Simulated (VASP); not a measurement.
# Ru (P6_3/mmc) in VASP: notebook

The runs below take Ru through single point, with r2SCAN.

All numbers are computed with VASP 6.6.1; they aren't measurements. Logs are shortened: lines on timing, memory, paths and dates and some standing lists are left out, and cuts for length are marked.

## (1) The cell of the first run

The structure is hexagonal, space group P6_3/mmc (No. 194). The conventional cell has a = 2.621 Å, b = 2.621 Å, c = 4.563 Å, α = 90.00°, β = 90.00°, γ = 120.00°. Within 3.5 Å of Ru (site symmetry -6m2) lie 12 Ru at 2.62 to 2.74 Å.

## (2) Single point, r2SCAN

File POSCAR:

```
Ru
1.0
    2.6211871116      0.0000000000      0.0000000000
   -1.3105935558      2.2700146267      0.0000000000
    0.0000000000      0.0000000000      4.5628022176
Ru
2
Direct
    0.3333333333      0.6666666667      0.2500000000
    0.6666666667      0.3333333333      0.7500000000
```

File INCAR.step1:

```
PREC = Accurate
ENCUT = 520
ISMEAR = 0
SIGMA = 0.15
LREAL = False
LASPH = True
NELM = 80
NBANDS = 21
GGA = PE
ALGO = Normal
EDIFF = 1E-4
LWAVE = True
LCHARG = False
```

File INCAR.step2:

```
PREC = Accurate
ENCUT = 520
EDIFF = 1E-6
ISMEAR = 0
SIGMA = 0.15
LREAL = False
LASPH = True
NELM = 80
ALGO = Normal
ISIF = 2
LWAVE = False
LCHARG = True
METAGGA = R2SCAN
LMIXTAU = True
LELF = True
LVHAR = True
NBANDS = 21
ISTART = 1
```

File KPOINTS:

```
regular mesh
0
Gamma
  24 24 12
```

Potentials or basis: VASP PAW PBE potentials, release 64 (Ru_pv).

On the command line:

```bash
$ cat potpaw_PBE.64/Ru_pv/POTCAR > POTCAR
$ cp INCAR.step1 INCAR
$ mpirun -np 1 vasp_std > vasp.out
$ cp INCAR.step2 INCAR
$ mpirun -np 1 vasp_std > vasp.out
```

OUTCAR:

```text
PREC = Accurate
   ENCUT = 520
   EDIFF = 1E-6
   ISMEAR = 0
   LREAL = False
   LASPH = True
   NELM = 80
   ISIF = 2
   METAGGA = R2SCAN
   ISTART = 1

 ion  position               nearest neighbor table
   1  0.333  0.667  0.250-   2 2.74   2 2.74   2 2.74   2 2.74   2 2.74   2 2.74
   2  0.667  0.333  0.750-   1 2.74   1 2.74   1 2.74   1 2.74   1 2.74   1 2.74

  LATTYP: Found a hexagonal cell.
 ALAT       =     2.6211871116
 C/A-ratio  =     1.7407388421

  Lattice vectors:

 A1 = (   2.6211871116,   0.0000000000,   0.0000000000)
 A2 = (  -1.3105935558,   2.2700146267,   0.0000000000)
 A3 = (   0.0000000000,   0.0000000000,   4.5628022176)

Analysis of symmetry for initial positions (statically):
=====================================================================
 Subroutine PRICEL returns:
 Original cell was already a primitive cell.

 Routine SETGRP: Setting up the symmetry group for a
 hexagonal supercell.

 Subroutine GETGRP returns: Found 24 space group operations
 (whereof 12 operations were pure point group operations)
 out of a pool of 24 trial point group operations.

The static configuration has the point symmetry D_3d.
 The point group associated with its full space group is D_6h.

Analysis of symmetry for dynamics (positions and initial velocities):
=====================================================================
 Subroutine PRICEL returns:
 Original cell was already a primitive cell.

 Routine SETGRP: Setting up the symmetry group for a
 hexagonal supercell.

 Subroutine GETGRP returns: Found 24 space group operations
 (whereof 12 operations were pure point group operations)
 out of a pool of 24 trial point group operations.

The dynamic configuration has the point symmetry D_3d.
 The point group associated with its full space group is D_6h.

 Subroutine INISYM returns: Found 24 space group operations
 (whereof 12 operations are pure point group operations),
 and found     1 'primitive' translations

----------------------------------------------------------------------------------------

                                     Primitive cell

  volume of cell :      27.1493

  direct lattice vectors                    reciprocal lattice vectors
     2.621187112  0.000000000  0.000000000     0.381506530  0.220262898  0.000000000
    -1.310593556  2.270014627  0.000000000     0.000000000  0.440525796  0.000000000
     0.000000000  0.000000000  4.562802218     0.000000000  0.000000000  0.219163565

  length of vectors
     2.621187112  2.621187112  4.562802218     0.440525796  0.440525796  0.219163565

  position of ions in fractional coordinates (direct lattice)
     0.333333333  0.666666667  0.250000000
     0.666666667  0.333333333  0.750000000

  ion indices of the primitive-cell ions
   primitive index   ion index
                 1           1
                 2           2

----------------------------------------------------------------------------------------

 KPOINTS: regular mesh

Automatic generation of k-mesh.
 Grid dimensions read from file:
 generate k-points for:   24   24   12

 Generating k-lattice:

  Cartesian coordinates                     Fractional coordinates (reciprocal lattice)
     0.015896105  0.009177621  0.000000000     0.041666667  0.000000000  0.000000000
     0.000000000  0.018355241  0.000000000     0.000000000  0.041666667  0.000000000
     0.000000000  0.000000000  0.018263630     0.000000000  0.000000000  0.083333333

  Length of vectors
     0.018355241  0.018355241  0.018263630

  Shift w.r.t. Gamma in fractional coordinates (k-lattice)
     0.000000000  0.000000000  0.000000000

 Subroutine IBZKPT returns following result:
 ===========================================

 Found    427 irreducible k-points:

 Following reciprocal coordinates:
            Coordinates               Weight
  0.000000  0.000000  0.000000      1.000000
  0.041667 -0.000000  0.000000      6.000000
  0.083333  0.000000  0.000000      6.000000
  0.125000  0.000000  0.000000      6.000000
  0.166667 -0.000000  0.000000      6.000000
  0.208333  0.000000  0.000000      6.000000
[... 16 lines left out ...]
  0.416667  0.041667  0.000000     12.000000
  0.458333  0.041667  0.000000     12.000000
 [... further k-points ...]
   k-points           NKPTS =    427   k-points in BZ     NKDIM =    427   number of bands    NBANDS=     21
   number of dos      NEDOS =    301   number of ions     NIONS =      2
   total plane-waves  NPLWV =  14400
   dimension x,y,z NGX =    20 NGY =   20 NGZ =   36
   dimension x,y,z NGXF=    40 NGYF=   40 NGZF=   72
   ions per type =               2
   NGX,Y,Z   is equivalent  to a cutoff of  12.68, 12.68, 13.12 a.u.
   NGXF,Y,Z  is equivalent  to a cutoff of  25.37, 25.37, 26.23 a.u.
 SYSTEM =  unknown system
   PREC   = accura    normal or accurate (medium, high low for compatibility)
   ISTART =      1    job   : 0-new  1-cont  2-samecut
   ICHARG =      0    charge: 1-file 2-atom 10-const
   ISPIN  =      1    spin polarized calculation?
   LNONCOLLINEAR =      F non collinear calculations
   LSORBIT =      F    spin-orbit coupling
   LASPH  =      T    aspherical Exc in radial PAW
   ENCUT  =  520.0 eV  38.22 Ry    6.18 a.u.   4.87  4.87  8.48*2*pi/ulx,y,z
   NELM   =     80;   NELMIN=  2; NELMDL=  0     # of ELM steps
   EDIFF  = 0.1E-05   stopping-criterion for ELM
   LREAL  =      F    real-space projection
   EDIFFG = 0.1E-04   stopping-criterion for IOM
   NSW    =      0    number of steps for IOM
   IBRION =     -1    ionic relax: 0-MD 1-quasi-New 2-CG
   NFREE  =      0    steps in history (QN), initial steepest desc. (CG)
   ISIF   =      2    stress and relaxation
   ISYM   =      2    0-nonsym 1-usesym 2-fastsym
   POTIM  = 0.5000    time-step for ionic-motion
   TEBEG  =    0.0;   TEEND  =   0.0 temperature during run
   PSTRESS=    0.0 pullay stress
   NELECT =      28.0000    total number of electrons
   NUPDOWN=      -1.0000    fix difference up-down
   EMIN   =  10.00;   EMAX   =-10.00  energy-range for DOS
   EFERMI =   0.00;   METHOD = LEGACY
   ISMEAR =     0;   SIGMA  =   0.15  broadening in eV -4-tet -1-fermi 0-gaus
   EFERMI_NEDOS =   21; number of points for ismear=-14 and -15
   IALGO  =     38    algorithm
   IMIX   =      4    mixing-type and parameters
     AMIX     =   0.40;   BMIX     =  1.00
     AMIX_MAG =   1.60;   BMIX_MAG =  1.00
  volume/ion in A,a.u.               =      13.57        91.61
  Fermi-wavevector in a.u.,A,eV,Ry     =   1.654022  3.125649 37.222686  2.735790
  Thomas-Fermi vector in A             =   2.742361
   LORBIT       =      0    0 simple, 1 ext, 2 COOP (PROOUT), +10 PAW based schemes
   METAGGA = R2SCAN    functional components
   LHFCALC =     F    Hartree Fock is set to
   AEXX    =    0.0000 exact exchange contribution
   IVDW    =     0    specifies the selected vdW correction
   LEPSILON=     F    determine dielectric tensor
   LRPA    =     F    only Hartree local field effects (RPA)
 non-spin polarized calculation
 Gauss-broadening in eV      SIGMA  =   0.15
  energy-cutoff  :      520.00
  volume of cell :       27.15
 maximum number of plane-waves:       756
 NGX is ok and might be reduce to    20
   NGX =  9   NGY =  9   NGZ = 17

 number of electron      28.0000000 magnetization

 Free energy of the ion-electron system (eV)
  ---------------------------------------------------
  ext. energy  EPLUGINS =         0.00000000
  ---------------------------------------------------
  free energy    TOTEN  =       -50.60192077 eV

  energy without entropy =      -50.58621903  energy(sigma->0) =      -50.59406990

 E-fermi :  12.7449     XC(G=0): -15.4011

 val. band max:       12.7413470080   @ k =   0.4583   0.0833   0.2500
 cond. band min:      12.7526828375   @ k =   0.0417  -0.0000   0.3333
 fundamental gap:      0.0113358295
 Fermi energy:        12.7448986368

 k-point     1 :       0.0000    0.0000    0.0000
  band No.  band energies     occupation
      1     -32.2018      2.00000
      2     -31.2205      2.00000
      3     -31.1934      2.00000
      4     -31.1934      2.00000
      5     -31.0863      2.00000
      6     -31.0863      2.00000
[... 13 lines left out ...]
     20      21.1716      0.00000
     21      22.1812      0.00000

 k-point     2 :       0.0417   -0.0000    0.0000
  band No.  band energies     occupation
      1     -32.1955      2.00000
      2     -31.2216      2.00000
      3     -31.2123      2.00000
      4     -31.1988      2.00000
      5     -31.1057      2.00000
      6     -31.0897      2.00000
[... 13 lines left out ...]
     20      21.1715      0.00000
     21      22.1711      0.00000

 k-point     3 :       0.0833    0.0000    0.0000
  band No.  band energies     occupation
      1     -32.1767      2.00000
      2     -31.2677      2.00000
      3     -31.2251      2.00000
      4     -31.2144      2.00000
      5     -31.1620      2.00000
      6     -31.0997      2.00000
[... 13 lines left out ...]
     20      21.1715      0.00000
     21      22.1410      0.00000

 k-point     4 :       0.1250    0.0000    0.0000
  band No.  band energies     occupation
      1     -32.1463      2.00000
      2     -31.3555      2.00000
      3     -31.2505      2.00000
      4     -31.2388      2.00000
      5     -31.2313      2.00000
      6     -31.1158      2.00000
[... 13 lines left out ...]
     20      21.1715      0.00000
     21      22.0923      0.00000

 k-point     5 :       0.1667   -0.0000    0.0000
  band No.  band energies     occupation
      1     -32.1055      2.00000
      2     -31.4696      2.00000
      3     -31.3642      2.00000
      4     -31.2702      2.00000
      5     -31.2405      2.00000
      6     -31.1371      2.00000
[... 13 lines left out ...]
     20      21.1715      0.00000
     21      22.0302      0.00000
[... 382 lines left out ...]
     20      21.8920      0.00000
     21      22.2947      0.00000

 k-point    22 :       0.3750    0.0417    0.0000
  band No.  band energies     occupation
      1     -32.1640      2.00000
      2     -32.0324      2.00000
      3     -31.7870      2.00000
      4     -31.4670      2.00000
      5     -31.3578      2.00000
      6     -31.2864      2.00000
[... 13 lines left out ...]
     20      21.5468      0.00000
     21      23.1332      0.00000

 k-point    23 :       0.4167    0.0417    0.0000
  band No.  band energies     occupation
      1     -32.2320      2.00000
      2     -32.0954      2.00000
      3     -31.7412      2.00000
      4     -31.4861      2.00000
      5     -31.3835      2.00000
      6     -31.3009      2.00000
[... 13 lines left out ...]
     20      21.1716      0.00000
     21      23.7994      0.00000

 k-point    24 :       0.4583    0.0417    0.0000
  band No.  band energies     occupation
      1     -32.2671      2.00000
      2     -32.1279      2.00000
      3     -31.7142      2.00000
      4     -31.4959      2.00000
      5     -31.4000      2.00000
      6     -31.3085      2.00000
[... 13 lines left out ...]
     20      21.1715      0.00000
     21      24.1880      0.00000

 [... further k-points ...]
[... 5 lines left out ...]
  --------------------------------------------------------------------------------------
  -------------------------------------------------------------------------------------
  Total        2.9976122      2.9976122     -4.9715153     -0.0000000      0.0000000      0.0000000
  in kB      176.8999481    176.8999481   -293.3871141     -0.0000000      0.0000000      0.0000000
  external PRESSURE =      20.1375940 kB  Pullay stress =       0.0000000 kB

 VOLUME and BASIS-vectors are now :
 -----------------------------------------------------------------------------
  energy-cutoff  :      520.00
  volume of cell :       27.15
      direct lattice vectors                 reciprocal lattice vectors
     2.621187112  0.000000000  0.000000000     0.381506530  0.220262898  0.000000000
    -1.310593556  2.270014627  0.000000000     0.000000000  0.440525796  0.000000000
     0.000000000  0.000000000  4.562802218     0.000000000  0.000000000  0.219163565

 POSITION                                       TOTAL-FORCE (eV/Angst)
 -----------------------------------------------------------------------------------
     -0.00000      1.51334      1.14070        -0.000000      0.000000      0.000000
      1.31059      0.75667      3.42210         0.000000     -0.000000      0.000000
 -----------------------------------------------------------------------------------
    total drift:                                0.000000     -0.000000      0.000000

  FREE ENERGIE OF THE ION-ELECTRON SYSTEM (eV)
  ---------------------------------------------------
  free  energy   TOTEN  =       -50.6019207724 eV

  energy  without entropy=      -50.5862190310  energy(sigma->0) =      -50.59406990
```

It took 5 min on 1 thread of Intel Xeon 6975P-C (Granite Rapids), shared host; peak memory 0.3 GiB.

What came out:

```yaml
Free_energy: -50.6019 eV
Pressure: 2.0 GPa
Band_gap_on_the_k_mesh: zero (bands 14 and 15 overlap by 3.03 eV)
```

Stress tensor (GPa, compression positive):
```
 17.69   0.00   0.00
  0.00  17.69   0.00
  0.00   0.00 -29.34
```

Levels at points of the mesh, in eV from the Fermi level:
| k point | band 11 | band 12 | band 13 | band 14 | band 15 | band 16 | band 17 | band 18 |
| --- | --- | --- | --- | --- | --- | --- | --- | --- |
| (0.00, 0.00, 0.00) | -2.65 | -2.15 | -2.15 | -0.70 | -0.70 | 0.26 | 1.27 | 1.27 |
| (0.50, 0.00, 0.00) | -2.43 | -2.02 | -1.51 | 1.58 | 2.09 | 2.34 | 4.42 | 6.64 |
| (0.00, 0.00, 0.50) | -2.64 | -2.64 | -2.64 | -2.64 | 0.59 | 0.59 | 0.59 | 0.59 |
| (0.50, 0.00, 0.50) | -0.75 | -0.75 | 0.48 | 0.48 | 2.23 | 2.23 | 3.59 | 3.59 |

Caveat: the stress differs along the axes, from -29 to 18 GPa; an empty level that is flat over the whole mesh can mark a ghost state of the potentials, or a narrow d or f band; the PAW data sets were made with another functional, which shifts forces and pressure a little.

(Part 1 of 2 ends here.)
